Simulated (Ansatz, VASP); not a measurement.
La in VASP and in Ansatz

```xyz
1
Lattice="-2.1111 2.1111 2.1111 2.1111 -2.1111 2.1111 2.1111 2.1111 -2.1111" Properties=species:S:1:pos:R:3 pbc="T T T"
La    0.0000    0.0000    0.0000
```

Alike in both runs: task single point; functional PBE; k mesh 6 × 6 × 6; occupations gaussian, width 0.05 eV; no spin polarisation.

|  | VASP | Ansatz |
| --- | --- | --- |
| version | VASP 6.6.1 | Ansatz 0.2.0 |
| potentials or method | VASP PAW PBE potentials, release 64 (La), cutoff 500 eV | scalar-relativistic, plane waves, PAW |
| valence electrons in the cell | 11 | 11 |

```csv
,VASP,Ansatz,Ansatz less VASP
gap on the k mesh at the Fermi level (eV),none,none,-
pressure (GPa),1.0,1.0,0.00
```

A gap of «none» marks a metal or a gap that the smearing closes.

Neither program's run includes spin-orbit coupling.
